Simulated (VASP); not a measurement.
A run of VASP 6.6.1 is set up as follows.

Contents of INCAR:

```
SYSTEM = ZrS
PREC = Accurate ; ENCUT = 520
EDIFF = 1E-6 ; ISMEAR = 0
SIGMA = 0.15 ; LREAL = .FALSE.
LASPH = .TRUE. ; NELM = 60
ALGO = Normal ; ISIF = 2
LWAVE = .FALSE. ; LCHARG = .FALSE.
NBANDS = 16
```

KPOINTS

```
regular mesh
0
G
  16 16 16
  0 0 0
```

POSCAR

```
ZrS
1.0
    0.0000000000      2.4937500000      2.6250000000
    2.6250000000      0.0000000000      2.6250000000
    2.6250000000      2.4937500000      0.0000000000
Zr S
1 1
Direct
    0.0000000000      0.0000000000      0.0000000000
    0.5000000000      0.5000000000      0.5000000000
```

Potentials or basis: VASP PAW LDA potentials, release 64 (Zr_sv, S).

Launch:

```bash
$ cat potpaw_LDA.64/Zr_sv/POTCAR potpaw_LDA.64/S/POTCAR > POTCAR
$ mpirun -np 1 vasp_std > vasp.out
```

(1) What does it give for the pressure?

(2) What does it give for the band gap on the k mesh?

## Answers

(1) -1.0 GPa.

(2) zero (band 9 reaches 12.63 eV, above the bottom of band 10 at 9.52 eV).

Caveat: the cell differs from its parent crystal (strain -0.0500 x Voigt [0, 1, 0, 0, 0, 0]).
